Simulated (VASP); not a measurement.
AlPt, 2 atoms in the cell. The structure is cubic, space group Pm-3m (No. 221). Conventional cell: a = 3.039 Å, b = 3.039 Å, c = 3.039 Å, α = 90.00°, β = 90.00°, γ = 90.00°. Within 3.5 Å of Al (site symmetry m-3m) lie 8 Pt at 2.63 Å and 6 Al at 3.04 Å. Pt (site symmetry m-3m) has 8 Al at 2.63 Å and 6 Pt at 3.04 Å within 3.5 Å. 

```yaml
Program: VASP 6.6.1
Task: electric field gradients
Functional: r2SCAN
Potentials_or_basis: VASP PAW PBE potentials, release 64 (Al, Pt)
Cutoff: 520 eV
k_mesh: 11 × 11 × 11
Occupations: fermi-dirac, width 0.03 eV
Spin: no spin polarisation
Dipole_correction: no
Further_INCAR_settings: ALGO = Normal; EDIFF = 1e-08; NBANDS = 14
```

Potentials or basis: VASP PAW PBE potentials, release 64 (Al, Pt).

Run with:

```console
$ cat potpaw_PBE.64/Al/POTCAR potpaw_PBE.64/Pt/POTCAR > POTCAR
$ cp INCAR.step1 INCAR
$ mpirun -np 1 vasp_std > vasp.out
$ cp INCAR.step2 INCAR
$ mpirun -np 1 vasp_std > vasp.out
```

Hardware: 1 thread of Intel Xeon 8259CL (shared host).

Task: How long does it take, and how much memory?

Result: Wall time 100 s on 1 thread of Intel Xeon 8259CL (shared host), peak memory 0.16 GiB. Counts: k points 56.
